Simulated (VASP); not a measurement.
# TaN (R-3m) in VASP: a series of runs

The runs below take TaN through single point, with PBE.

Program: VASP 6.6.1. These are calculated values, not measurements. Logs are shortened: lines on timing, memory, paths and dates and some standing lists are left out, and cuts for length are marked.

### 1 The cell of the first run

It takes space group R-3m (No. 166, trigonal). The conventional cell has a = 2.978 Å, b = 2.978 Å, c = 8.749 Å, α = 90.00°, β = 90.00°, γ = 120.00°. Ta (site symmetry -3m) has 6 N at 2.25 Å and 6 Ta at 2.98 Å within 3.0 Å. N (site symmetry -3m) has 6 Ta at 2.25 Å and 6 N at 2.98 Å within 3.0 Å.

### 2 Single point, PBE (11.20 Å³/atom)

Input file INCAR:

```
SYSTEM = TaN
ALGO = Normal
EDIFF = 1E-6
ENCUT = 520
GGA = PE
ISIF = 2
ISMEAR = 0
LASPH = .True.
LCHARG = .True.
LELF = .True.
LREAL = .False.
LVHAR = .True.
LWAVE = .False.
NBANDS = 15
NELM = 80
PREC = Accurate
SIGMA = 0.15
```

Input file KPOINTS:

```
k-points
0
Gamma
  20 20 20
  0 0 0
```

Input file POSCAR:

```
TaN
1.0
    0.2801717557      2.3856709216      2.3856709216
    2.3856709216      0.2801717557      2.3856709216
    2.3856709216      2.3856709216      0.2801717557
Ta N
1 1
Direct
    0.5000000000      0.5000000000      0.5000000000
    0.0000000000      0.0000000000      0.0000000000
```

Potentials or basis: VASP PAW PBE potentials, release 64 (Ta_pv, N).

On the command line:

```console
> cat potpaw_PBE.64/Ta_pv/POTCAR potpaw_PBE.64/N/POTCAR > POTCAR
> mpirun -np 1 vasp_std > vasp.out
```

OUTCAR:

```text
SYSTEM = TaN
   EDIFF = 1E-6
   ENCUT = 520
   GGA = PE
   ISIF = 2
   ISMEAR = 0
   LASPH = .True.
   LREAL = .False.
   NELM = 80
   PREC = Accurate

 ion  position               nearest neighbor table
   1  0.500  0.500  0.500-   2 2.25   2 2.25   2 2.25   2 2.25   2 2.25   2 2.25
   2  0.000  0.000  0.000-   1 2.25   1 2.25   1 2.25   1 2.25   1 2.25   1 2.25

  LATTYP: Found a trigonal (rhomboedric) cell.
 ALAT       =     3.3854612249
 COS(alpha) =     0.6132106929

  Lattice vectors:

 A1 = (   0.2801717557,   2.3856709216,   2.3856709216)
 A2 = (   2.3856709216,   0.2801717557,   2.3856709216)
 A3 = (   2.3856709216,   2.3856709216,   0.2801717557)

Analysis of symmetry for initial positions (statically):
=====================================================================
 Subroutine PRICEL returns:
 Original cell was already a primitive cell.

 Routine SETGRP: Setting up the symmetry group for a
 trigonal (rhombohedral) supercell.

 Subroutine GETGRP returns: Found 12 space group operations
 (whereof 12 operations were pure point group operations)
 out of a pool of 12 trial point group operations.

The static configuration has the point symmetry D_3d.

Analysis of symmetry for dynamics (positions and initial velocities):
=====================================================================
 Subroutine PRICEL returns:
 Original cell was already a primitive cell.

 Routine SETGRP: Setting up the symmetry group for a
 trigonal (rhombohedral) supercell.

 Subroutine GETGRP returns: Found 12 space group operations
 (whereof 12 operations were pure point group operations)
 out of a pool of 12 trial point group operations.

The dynamic configuration has the point symmetry D_3d.

 Subroutine INISYM returns: Found 12 space group operations
 (whereof 12 operations are pure point group operations),
 and found     1 'primitive' translations

----------------------------------------------------------------------------------------

                                     Primitive cell

  volume of cell :      22.3940

  direct lattice vectors                    reciprocal lattice vectors
     0.280171756  2.385670922  2.385670922    -0.250644348  0.224302408  0.224302408
     2.385670922  0.280171756  2.385670922     0.224302408 -0.250644348  0.224302408
     2.385670922  2.385670922  0.280171756     0.224302408  0.224302408 -0.250644348

  length of vectors
     3.385461225  3.385461225  3.385461225     0.404284220  0.404284220  0.404284220

  position of ions in fractional coordinates (direct lattice)
     0.500000000  0.500000000  0.500000000
     0.000000000  0.000000000  0.000000000

  ion indices of the primitive-cell ions
   primitive index   ion index
                 1           1
                 2           2

----------------------------------------------------------------------------------------

 KPOINTS: k-points

Automatic generation of k-mesh.
 Grid dimensions read from file:
 generate k-points for:   20   20   20

 Generating k-lattice:

  Cartesian coordinates                     Fractional coordinates (reciprocal lattice)
    -0.012532217  0.011215120  0.011215120     0.050000000 -0.000000000 -0.000000000
     0.011215120 -0.012532217  0.011215120    -0.000000000  0.050000000 -0.000000000
     0.011215120  0.011215120 -0.012532217    -0.000000000 -0.000000000  0.050000000

  Length of vectors
     0.020214211  0.020214211  0.020214211

  Shift w.r.t. Gamma in fractional coordinates (k-lattice)
     0.000000000  0.000000000  0.000000000

 Subroutine IBZKPT returns following result:
 ===========================================

 Found    781 irreducible k-points:

 Following reciprocal coordinates:
            Coordinates               Weight
  0.000000  0.000000  0.000000      1.000000
  0.050000  0.000000  0.000000      6.000000
  0.100000  0.000000  0.000000      6.000000
  0.150000  0.000000  0.000000      6.000000
  0.200000  0.000000  0.000000      6.000000
  0.250000  0.000000  0.000000      6.000000
[... 16 lines left out ...]
 -0.400000  0.050000 -0.000000     12.000000
 -0.350000  0.050000 -0.000000     12.000000
 [... further k-points ...]
   k-points           NKPTS =    781   k-points in BZ     NKDIM =    781   number of bands    NBANDS=     15
   number of dos      NEDOS =    301   number of ions     NIONS =      2
   total plane-waves  NPLWV =  21952
   dimension x,y,z NGX =    28 NGY =   28 NGZ =   28
   dimension x,y,z NGXF=    56 NGYF=   56 NGZF=   56
   ions per type =               1   1
   NGX,Y,Z   is equivalent  to a cutoff of  13.75, 13.75, 13.75 a.u.
   NGXF,Y,Z  is equivalent  to a cutoff of  27.50, 27.50, 27.50 a.u.
 SYSTEM =  TaN
   PREC   = accura    normal or accurate (medium, high low for compatibility)
   ISTART =      0    job   : 0-new  1-cont  2-samecut
   ICHARG =      2    charge: 1-file 2-atom 10-const
   ISPIN  =      1    spin polarized calculation?
   LNONCOLLINEAR =      F non collinear calculations
[... 29 lines left out ...]
   GGA     = PE    functional components
   LHFCALC =     F    Hartree Fock is set to
   AEXX    =    0.0000 exact exchange contribution
   IVDW    =     0    specifies the selected vdW correction
   LEPSILON=     F    determine dielectric tensor
   LRPA    =     F    only Hartree local field effects (RPA)
 non-spin polarized calculation
 Gauss-broadening in eV      SIGMA  =   0.15
  energy-cutoff  :      520.00
  volume of cell :       22.39
 maximum number of plane-waves:       628
 NGX is ok and might be reduce to    28
   NGX = 13   NGY = 13   NGZ = 13

 number of electron      15.9999999 magnetization

 Free energy of the ion-electron system (eV)
  ---------------------------------------------------
  ext. energy  EPLUGINS =         0.00000000
  ---------------------------------------------------
  free energy    TOTEN  =       -21.66410047 eV

  energy without entropy =      -21.65273761  energy(sigma->0) =      -21.65841904

 E-fermi :   8.4573     XC(G=0): -13.1501

 val. band max:        8.4535172616   @ k =   0.3000   0.2000   0.1500
 cond. band min:       8.4592343451   @ k =   0.5000   0.1500   0.0500
 fundamental gap:      0.0057170835
 Fermi energy:         8.4573055346

 k-point     1 :       0.0000    0.0000    0.0000
  band No.  band energies     occupation
      1     -27.2001      2.00000
      2     -26.8289      2.00000
      3     -26.8289      2.00000
      4      -9.3887      2.00000
      5       4.6752      2.00000
      6       4.9491      2.00000
      7       5.9211      2.00000
      8       5.9211      2.00000
      9       7.4742      2.00000
     10       7.4742      2.00000
     11       9.5358      0.00000
     12       9.5358      0.00000
     13      10.8155      0.00000
     14      18.6408      0.00000
     15      21.1152      0.00000

 k-point     2 :       0.0500    0.0000    0.0000
  band No.  band energies     occupation
      1     -27.1998      2.00000
      2     -26.8528      2.00000
      3     -26.8332      2.00000
      4      -9.3307      2.00000
      5       4.3993      2.00000
      6       5.1115      2.00000
      7       5.6295      2.00000
      8       5.7394      2.00000
      9       7.5376      2.00000
     10       7.5562      2.00000
     11       9.7483      0.00000
     12       9.7678      0.00000
     13      11.0311      0.00000
     14      18.8654      0.00000
     15      21.1151      0.00000

 k-point     3 :       0.1000    0.0000    0.0000
  band No.  band energies     occupation
      1     -27.1995      2.00000
      2     -26.9215      2.00000
      3     -26.8457      2.00000
      4      -9.1608      2.00000
      5       3.8861      2.00000
      6       4.8290      2.00000
      7       5.3021      2.00000
      8       5.4907      2.00000
      9       7.6318      2.00000
     10       7.7999      2.00000
     11      10.3016      0.00000
     12      10.3530      0.00000
     13      11.5962      0.00000
     14      19.4937      0.00000
     15      21.1150      0.00000
[... 343 lines left out ...]
 k-point    23 :      -0.4000    0.0500   -0.0000
  band No.  band energies     occupation
      1     -27.7006      2.00000
      2     -27.1654      2.00000
      3     -27.0076      2.00000
      4      -6.7787      2.00000
      5      -0.4043      2.00000
      6       1.0147      2.00000
      7       2.7234      2.00000
      8       7.9220      2.00000
      9      10.6793      0.00000
     10      12.2063      0.00000
     11      13.8565      0.00000
     12      14.9707      0.00000
     13      15.8755      0.00000
     14      20.0042      0.00000
     15      20.8670      0.00000

 k-point    24 :      -0.3500    0.0500   -0.0000
  band No.  band energies     occupation
      1     -27.6220      2.00000
      2     -27.1656      2.00000
      3     -26.9913      2.00000
      4      -7.1119      2.00000
      5       0.1125      2.00000
      6       1.2411      2.00000
      7       2.9431      2.00000
      8       7.6981      2.00000
      9       9.7057      0.00000
     10      11.5823      0.00000
     11      13.8589      0.00000
     12      14.6603      0.00000
     13      15.3603      0.00000
     14      20.4873      0.00000
     15      21.1224      0.00000

 [... further k-points ...]
[... 5 lines left out ...]
  --------------------------------------------------------------------------------------
  -------------------------------------------------------------------------------------
  Total       -1.3136937     -1.3136937     -1.3136937     -0.7510145     -0.7510145     -0.7510145
  in kB      -93.9881367    -93.9881367    -93.9881367    -53.7312884    -53.7312884    -53.7312884
  external PRESSURE =     -93.9881367 kB  Pullay stress =       0.0000000 kB

 VOLUME and BASIS-vectors are now :
 -----------------------------------------------------------------------------
  energy-cutoff  :      520.00
  volume of cell :       22.39
      direct lattice vectors                 reciprocal lattice vectors
     0.280171756  2.385670922  2.385670922    -0.250644348  0.224302408  0.224302408
     2.385670922  0.280171756  2.385670922     0.224302408 -0.250644348  0.224302408
     2.385670922  2.385670922  0.280171756     0.224302408  0.224302408 -0.250644348

 POSITION                                       TOTAL-FORCE (eV/Angst)
 -----------------------------------------------------------------------------------
      2.52576      2.52576      2.52576        -0.000000     -0.000000     -0.000000
      0.00000      0.00000      0.00000         0.000000      0.000000      0.000000
 -----------------------------------------------------------------------------------
    total drift:                                0.000000      0.000000      0.000000

  FREE ENERGIE OF THE ION-ELECTRON SYSTEM (eV)
  ---------------------------------------------------
  free  energy   TOTEN  =       -21.6641004737 eV

  energy  without entropy=      -21.6527376105  energy(sigma->0) =      -21.65841904
```

It took 6.4 min on 1 thread of Intel Xeon 8259CL, shared host; peak memory 0.39 GiB.

What came out:

| Quantity | Value |
| --- | --- |
| Free energy | -21.6641 eV |
| Pressure | -9.4 GPa |
| Band gap on the k mesh | zero (bands 8 and 9 overlap by 1.99 eV) |

Stress tensor (GPa, compression positive):
```
-9.40 -5.37 -5.37
-5.37 -9.40 -5.37
-5.37 -5.37 -9.40
```

Caveat: the cell stands under tension; spin-orbit coupling is left out, which moves the levels of the heavy elements.

### 3 Single point, PBE (11.20 Å³/atom)

Input file INCAR:

```
SYSTEM = TaN
PREC = Accurate
ENCUT = 520
EDIFF = 1E-6
ISMEAR = 0
SIGMA = 0.15
LREAL = .FALSE.
LASPH = .TRUE.
NELM = 60
ALGO = Normal
ISIF = 2
LWAVE = .FALSE.
LCHARG = .FALSE.
GGA = PE
NBANDS = 15
```

Input file KPOINTS:

```
regular mesh
0
G
  20 20 20
  0 0 0
```

Input file POSCAR:

```
TaN
1.0
   -0.1337534400      2.1723403532      2.1723403532
    2.1723403532     -0.1337534400      2.1723403532
    2.1723403532      2.1723403532     -0.1337534400
Ta N
1 1
Direct
    0.5000000000      0.5000000000      0.5000000000
    0.0000000000      0.0000000000      0.0000000000
```

Potentials or basis: VASP PAW PBE potentials, release 64 (Ta_pv, N).

On the command line:

```console
> cat potpaw_PBE.64/Ta_pv/POTCAR potpaw_PBE.64/N/POTCAR > POTCAR
> mpirun -np 1 vasp_std > vasp.out
```

Run time: 2.3 min. Hardware: 1 thread of Intel Xeon 8259CL, shared host; peak memory 0.37 GiB.

Results (log left out):

* Free energy: -21.7552 eV
* Pressure: -10.6 GPa
* Band gap on the k mesh: zero (bands 8 and 9 overlap by 4.62 eV)

Stress tensor (GPa, compression positive):
```
-10.61   4.07   4.07
  4.07 -10.61   4.07
  4.07   4.07 -10.61
```

Levels at points of the mesh, in eV from the Fermi level:
```tsv
k point	band 5	band 6	band 7	band 8	band 9	band 10	band 11	band 12
(0.00, 0.00, 0.00)	-3.70	-3.70	-3.24	-2.40	-2.40	-1.19	0.25	0.25
(0.50, 0.00, 0.00)	-9.89	-7.29	-6.45	0.96	1.04	3.07	3.92	6.69
(0.50, 0.50, 0.00)	-6.44	-5.04	-4.66	-4.11	1.88	2.96	3.53	4.03
(0.50, 0.50, 0.50)	-9.73	-7.59	-7.59	2.22	2.36	2.36	3.49	7.45
```

Caveat: the cell stands under tension; spin-orbit coupling is left out, which moves the levels of the heavy elements.

### 4 Single point, PBE (11.20 Å³/atom)

Input file INCAR:

```
SYSTEM = TaN
ALGO = Normal
EDIFF = 1E-6
ENCUT = 520
GGA = PE
ISIF = 2
ISMEAR = 0
LASPH = .TRUE.
LCHARG = .FALSE.
LREAL = .FALSE.
LWAVE = .FALSE.
NBANDS = 15
NELM = 80
PREC = Accurate
SIGMA = 0.15
```

Input file KPOINTS:

```
k-points
0
G
  20 20 20
  0 0 0
```

Input file POSCAR:

```
TaN
1.0
    0.1378873754      2.3082028326      2.3082028326
    2.3082028326      0.1378873754      2.3082028326
    2.3082028326      2.3082028326      0.1378873754
Ta N
1 1
Direct
    0.5000000000      0.5000000000      0.5000000000
    0.0000000000      0.0000000000      0.0000000000
```

On the command line:

```console
> cat potpaw_PBE.64/Ta_pv/POTCAR potpaw_PBE.64/N/POTCAR > POTCAR
> mpirun -np 1 vasp_std > vasp.out
```

Run time: 2.5 min. Hardware: 1 thread of Intel Xeon 8259CL, shared host; peak memory 0.36 GiB.

Results (log left out):

```yaml
Free_energy: -21.7668 eV
Pressure: -10.5 GPa
Band_gap_on_the_k_mesh: zero (bands 8 and 9 overlap by 2.92 eV)
```

Stress tensor (GPa, compression positive):
```
-10.54  -2.74  -2.74
 -2.74 -10.54  -2.74
 -2.74  -2.74 -10.54
```

Levels at points of the mesh, in eV from the Fermi level:
| k point | band 5 | band 6 | band 7 | band 8 | band 9 | band 10 | band 11 | band 12 |
| --- | --- | --- | --- | --- | --- | --- | --- | --- |
| (0.00, 0.00, 0.00) | -3.89 | -3.33 | -3.33 | -2.86 | -1.51 | -1.51 | 0.29 | 0.29 |
| (0.50, 0.00, 0.00) | -9.78 | -7.63 | -6.77 | 0.58 | 2.67 | 2.84 | 3.70 | 7.03 |
| (0.50, 0.50, 0.00) | -6.42 | -5.04 | -4.60 | -4.11 | 1.91 | 3.03 | 3.56 | 3.98 |
| (0.50, 0.50, 0.50) | -9.94 | -6.51 | -6.51 | 1.41 | 1.41 | 1.41 | 4.21 | 6.56 |

Caveat: the cell stands under tension; spin-orbit coupling is left out, which moves the levels of the heavy elements.

### 5 Single point, PBE (11.63 Å³/atom)

This run uses another cell than the first one, of 11.63 Å³/atom.

Input file INCAR:

```
SYSTEM = TaN
  ALGO = Normal
  EDIFF = 1E-7
  ENCUT = 520
  GGA = PE
  ISIF = 2
  ISMEAR = 0
  LASPH = .TRUE.
  LCHARG = .FALSE.
  LREAL = .FALSE.
  LWAVE = .FALSE.
  NBANDS = 15
  NELM = 60
  PREC = Accurate
  SIGMA = 0.15
```

KPOINTS is that of step 4.

Input file POSCAR:

```
TaN
1.0
    0.2837214255      2.4158964670      2.4158964670
    2.4158964670      0.2837214255      2.4158964670
    2.4158964670      2.4158964670      0.2837214255
Ta N
1 1
Direct
    0.5000000000      0.5000000000      0.5000000000
    0.0000000000      0.0000000000      0.0000000000
```

On the command line:

```console
> cat potpaw_PBE.64/Ta_pv/POTCAR potpaw_PBE.64/N/POTCAR > POTCAR
> mpirun -np 1 vasp_std > vasp.out
```

It took 5.5 min on 1 thread of Intel Xeon 8259CL, shared host; peak memory 0.4 GiB.

Results (log left out):

```
Free energy            : -21.5873 eV
Pressure               : -19.1 GPa
Band gap on the k mesh : zero (bands 8 and 9 overlap by 1.87 eV)
```

Stress tensor (GPa, compression positive):
```
-19.06  -4.94  -4.94
 -4.94 -19.06  -4.94
 -4.94  -4.94 -19.06
```

Levels at points of the mesh, in eV from the Fermi level:
```csv
k point,band 6,band 7,band 8,band 9,band 10,band 11
"(0.00, 0.00, 0.00)",-3.38,-2.45,-2.45,-0.93,-0.93,1.04
"(0.50, 0.00, 0.00)",-7.34,-5.65,-0.29,3.61,3.96,3.96
"(0.50, 0.50, 0.00)",-4.53,-4.19,-3.26,1.95,2.65,3.56
"(0.50, 0.50, 0.50)",-5.21,-5.21,0.94,1.37,1.37,5.13
```

Caveat: the cell stands under tension; spin-orbit coupling is left out, which moves the levels of the heavy elements.

### 6 Single point, PBE (11.63 Å³/atom)

This run uses another cell than the first one, of 11.63 Å³/atom.

Input file INCAR:

```
SYSTEM = TaN
ALGO = Normal
EDIFF = 1E-7
ENCUT = 520
GGA = PE
ISIF = 2
ISMEAR = 0
LASPH = .TRUE.
LCHARG = .FALSE.
LREAL = .FALSE.
LWAVE = .FALSE.
NBANDS = 15
NELM = 80
PREC = Accurate
SIGMA = 0.15
```

KPOINTS is that of step 5.

Input file POSCAR:

```
TaN
1.0
   -0.2670409321      2.1401790089      2.1401790089
    2.1401790089     -0.2670409321      2.1401790089
    2.1401790089      2.1401790089     -0.2670409321
Ta N
1 1
Direct
    0.5000000000      0.5000000000      0.5000000000
    0.0000000000      0.0000000000      0.0000000000
```

Potentials or basis: VASP PAW PBE potentials, release 64 (Ta_pv, N).

On the command line:

```console
> cat potpaw_PBE.64/Ta_pv/POTCAR potpaw_PBE.64/N/POTCAR > POTCAR
> mpirun -np 1 vasp_std > vasp.out
```

Wall time 2.4 min (1 thread of Intel Xeon 8259CL, shared host); peak memory 0.38 GiB.

It converged, with:

```
Free energy            : -21.4980 eV
Pressure               : -19.4 GPa
Band gap on the k mesh : zero (bands 8 and 9 overlap by 5.05 eV)
```

Stress tensor (GPa, compression positive):
```
-19.43   9.40   9.40
  9.40 -19.43   9.40
  9.40   9.40 -19.43
```

Levels at points of the mesh, in eV from the Fermi level:
```tsv
k point	band 6	band 7	band 8	band 9	band 10	band 11
(0.00, 0.00, 0.00)	-3.37	-2.64	-2.64	-2.58	-0.77	0.72
(0.50, 0.00, 0.00)	-6.84	-5.26	0.26	0.53	3.99	4.29
(0.50, 0.50, 0.00)	-4.59	-4.55	-3.42	1.69	2.21	3.64
(0.50, 0.50, 0.50)	-7.45	-7.45	2.47	3.03	3.03	3.48
```

Caveat: the cell stands under tension; spin-orbit coupling is left out, which moves the levels of the heavy elements.

### 7 Summary

| cell | gap on the mesh (eV) | pressure (GPa) |
| --- | --- | --- |
| a = 3.385 Å, angles 52.2°, 2 atoms | none | -9.4 |
| a = 3.075 Å, angles 64.0°, 2 atoms | none | -10.6 |
| a = 3.267 Å, angles 56.0°, 2 atoms | none | -10.5 |
| a = 3.428 Å, angles 52.2°, 2 atoms | none | -19.1 |
| a = 3.038 Å, angles 68.1°, 2 atoms | none | -19.4 |

Alike in all rows: task single point; level PBE; potentials or basis VASP PAW PBE potentials, release 64 (Ta_pv, N); no spin polarisation; k mesh 20 × 20 × 20; cutoff (eV) 520; smearing gaussian 0.15 eV.

Caveats: the cell stands under tension; spin-orbit coupling is left out, which moves the levels of the heavy elements.

Total energies depend on the potentials used, so only differences within one code and one set of settings carry meaning.
